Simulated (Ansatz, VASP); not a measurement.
One calculation of Ge, two programs

```
Ge
1.0
     0.00000    2.51615    2.51615
     2.51615    0.00000    2.51615
     2.51615    2.51615    0.00000
Ge
2
Cartesian
  2.5161 2.5161 2.5161
  3.7742 3.7742 3.7742
```

Alike in both runs: task single point; functional PBE; k mesh 14 × 14 × 14; occupations gaussian, width 0.1 eV; no spin polarisation.

```csv
,VASP,Ansatz
version,VASP 6.6.1,Ansatz 0.2.0
potentials or method,"VASP PAW PBE potentials, release 64 (Ge_d), cutoff 520 eV","scalar-relativistic, plane waves, PAW"
valence electrons in the cell,28,28
```

|  | VASP | Ansatz | Ansatz less VASP |
| --- | --- | --- | --- |
| gap on the k mesh at the Fermi level (eV) | none | none | - |
| pressure (GPa) | 61.5 | 61.9 | +0.33 |

A gap of «none» marks a metal or a gap that the smearing closes. Both programs put the cell under a high pressure, so it lies far from rest at this level. With one functional, cell and mesh, what is left measures potentials, basis and numerics.

Noted on VASP's run: the cell as given lies far from equilibrium.
